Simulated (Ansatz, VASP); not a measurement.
## TaN in VASP and in Ansatz

Contents of INCAR:

```
ALGO = Normal
EDIFF = 1E-6
ENCUT = 520
ISIF = 2
ISMEAR = -1
LASPH = T
LCHARG = F
LREAL = F
LWAVE = F
NBANDS = 24
NELM = 60
PREC = Accurate
SIGMA = 0.03
```

File KPOINTS:

```
k-points
0
Gamma
  9 9 5
```

The input POSCAR:

```
TaN
1.0
    3.0087798064      0.0000000000      0.0000000000
   -1.5043899033      2.6056797468      0.0000000000
    0.0000000000      0.0000000000      4.8732350589
Ta N
2 2
Direct
    0.3333333333      0.6666666667      0.0000000000
    0.6666666667      0.3333333333      0.5000000000
    0.3333333333      0.6666666667      0.3850000000
    0.6666666667      0.3333333333      0.8850000000
```

Input for Ansatz:

```yaml
crystal:
  lattice:
    - [3.0087798064, 0.0, 0.0]
    - [-1.5043899033, 2.6056797468, 0.0]
    - [0.0, 0.0, 4.8732350589]
  atoms:
    - { symbol: Ta, position: [0.3333333333, 0.6666666667, 0.0] }
    - { symbol: Ta, position: [0.6666666667, 0.3333333333, 0.5] }
    - { symbol: "N", position: [0.3333333333, 0.6666666667, 0.385] }
    - { symbol: "N", position: [0.6666666667, 0.3333333333, 0.885] }
kpoints:
  mp_grid: { grid: [9, 9, 5] }
  band_path:
    path:
      - [0.0, 0.0, 0.0]
      - [0.5, 0.0, 0.0]
      - [0.3333333333, 0.3333333333, 0.0]
      - [0.0, 0.0, 0.0]
      - [0.0, 0.0, 0.5]
      - [0.5, 0.0, 0.5]
      - [0.3333333333, 0.3333333333, 0.5]
      - [0.0, 0.0, 0.5]
      - [0.5, 0.0, 0.5]
    npoints: 5
scf:
  occupations: { method: fermi_dirac, width: 0.03 }
hamiltonian:
  xc: lda
  pseudopotentials: { kind: all_electron, lapw: { basis_error: 0.001 } }
output:
  forces: true
  stress: true
  eigenvalues: true
```

Change from the starting cell: volume scaled by 0.96.

Alike in both runs: task single point; functional LDA; k mesh 9 × 9 × 5; occupations fermi-dirac, width 0.03 eV; no spin polarisation.

|  | VASP | Ansatz |
| --- | --- | --- |
| version | VASP 6.6.1 | Ansatz 0.2.0 |
| potentials or method | VASP PAW LDA potentials, release 64 (Ta_pv, N), cutoff 520 eV | all-electron LAPW, scalar-relativistic |

```tsv
	VASP	Ansatz	Ansatz less VASP
pressure (GPa)	153.3	145.5	-7.79
traceless stress, the component that is largest in VASP (GPa)	-20.53	-19.65	+0.879
rms of the force components (eV/Å)	1.357	1.338	-0.0191
```

LDA's correlation is that of Perdew and Zunger in VASP and of Perdew and Wang (1992) in Ansatz. Atom by atom the forces differ by 0.019 eV/Å (rms over components). Both programs put the cell under a high pressure, so it lies far from rest at this level. Ansatz ran all-electron here, and VASP with PAW potentials.

Spin-orbit coupling is off throughout. Noted on VASP's run: the cell as given lies far from equilibrium.
